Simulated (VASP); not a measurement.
# Ti: single point with PBE

Crystal: Ti.

```xyz
1
Lattice="-1.6410 1.6410 1.6410 1.6410 -1.6410 1.6410 1.6410 1.6410 -1.6410" Properties=species:S:1:pos:R:3 pbc="T T T"
Ti    0.0000    0.0000    0.0000
```

This isn't the form of Ti at room conditions, which is hcp.

| Quantity | Value |
| --- | --- |
| Program | VASP 6.6.1 |
| Task | single point |
| Functional | PBE |
| Potentials or basis | VASP PAW PBE potentials, release 64 (Ti_sv) |
| Cutoff | 520 eV |
| k mesh | 11 × 11 × 11 |
| Occupations | gaussian, width 0.022 eV |
| Spin | no spin polarisation |
| Dipole correction | no |
| Further INCAR settings | ALGO = Normal; EDIFF = 1e-07; NBANDS = 12 |

* Pressure: -3.1 GPa
* Band gap on the k mesh: zero (bands 6 and 7 overlap by 1.57 eV)

Levels at points of the mesh, in eV from the Fermi level:
```csv
k point,band 3,band 4,band 5,band 6,band 7,band 8,band 9,band 10
"(0.00, 0.00, 0.00)",-32.42,-32.42,-5.91,0.99,0.99,0.99,2.71,2.71
```

Run time: 11 s on 1 thread of Intel(R) Xeon(R) Platinum 8488C (Sapphire Rapids) (shared host), peak memory 0.14 GiB.

Caveat: the cell stands under tension.
